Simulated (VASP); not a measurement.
**SnPb3O4: single point with PBE**

Crystal: SnPb3O4.

```
Sn Pb O
1.0
     3.98548    0.00000    0.00000
     0.00000    3.98548    0.00000
     0.00000    0.00000   10.34223
Sn Pb O
1 3 4
Direct
  0.50000 0.50000 0.38816
  0.00000 0.00000 0.12213
  0.00000 0.00000 0.61299
  0.50000 0.50000 0.88783
  0.00000 0.50000 0.00215
  0.00000 0.50000 0.49229
  0.50000 0.00000 0.00215
  0.50000 0.00000 0.49229
```

* Program: VASP 6.6.1
* Task: single point
* Functional: PBE
* Potentials or basis: VASP PAW PBE potentials, release 64 (Sn_d, Pb_d, O)
* Cutoff: 520 eV
* k mesh: 8 × 8 × 4
* Occupations: gaussian, width 0.02 eV
* Spin: no spin polarisation
* Dipole correction: no
* Further INCAR settings: ALGO = Normal; EDIFF = 1e-07; NBANDS = 50

```yaml
Pressure: 1.0 GPa
Largest_force: 0.067 eV/Å
Band_gap_on_the_k_mesh: 1.18 eV (least direct gap 1.82 eV)
```

Forces in eV/Å, atoms in the order of the input:
```
Sn   0.000  0.000 -0.067
Pb   0.000  0.000  0.045
Pb   0.000  0.000  0.040
Pb   0.000  0.000 -0.035
O    0.000  0.000 -0.004
O    0.000  0.000  0.013
O    0.000  0.000 -0.004
O    0.000  0.000  0.013
```

Stress tensor (GPa, compression positive):
```
1.07 0.00 0.00
0.00 1.07 0.00
0.00 0.00 0.96
```

Levels at points of the mesh, in eV from the valence-band top:
```tsv
k point	band 38	band 39	band 40	band 41	band 42	band 43
(0.00, 0.00, 0.00)	-1.51	-1.10	-0.01	1.81	2.11	3.94
(0.50, 0.00, 0.00)	-1.58	-1.19	-0.83	2.60	2.82	3.25
(0.50, 0.50, 0.00)	-1.20	-0.92	-0.87	1.18	1.18	3.31
(0.00, 0.00, 0.50)	-1.51	-0.56	-0.33	1.76	1.97	4.32
(0.50, 0.00, 0.50)	-1.31	-1.30	-1.04	2.64	2.87	3.18
(0.50, 0.50, 0.50)	-1.29	-0.92	-0.87	1.80	1.80	2.06
```

Wall time 8.4 min on 1 thread of Oxide Virtual Turin-like Processor (shared host), peak memory 0.41 GiB.

Caveat: spin-orbit coupling is left out, which moves the levels of the heavy elements. A k mesh can miss the band edges.
